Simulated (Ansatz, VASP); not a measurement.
# V in VASP and in Ansatz

```
V
1.0
    -1.48344    1.48344    1.48344
     1.48344   -1.48344    1.48344
     1.48344    1.48344   -1.48344
V
1
Direct
  0.00000 0.00000 0.00000
```

Alike in both runs: task single point; functional PBEsol; dispersion D4; k mesh 12 × 12 × 12; occupations fermi-dirac, width 0.05 eV; collinear spin.

|  | VASP | Ansatz |
| --- | --- | --- |
| version | VASP 6.6.1 | Ansatz 0.2.0 |
| potentials or method | VASP PAW PBE potentials, release 64 (V_sv) | Ansatz PAW |
| plane-wave cutoff (eV) | 520 | 420 |
| valence electrons in the cell | 13 | 13 |

VASP gave:

- gap on the k mesh at the Fermi level (eV): none
- pressure (GPa): -3.7
- net moment per atom (μB): 0.00

Problem. Which values does Ansatz return?

Solution. gap on the k mesh at the Fermi level (eV): none; pressure (GPa): -3.9; net moment per atom (μB): 0.00.

VASP's potentials were made for PBE, not for PBEsol. A gap of «none» marks a metal or a gap that the smearing closes.
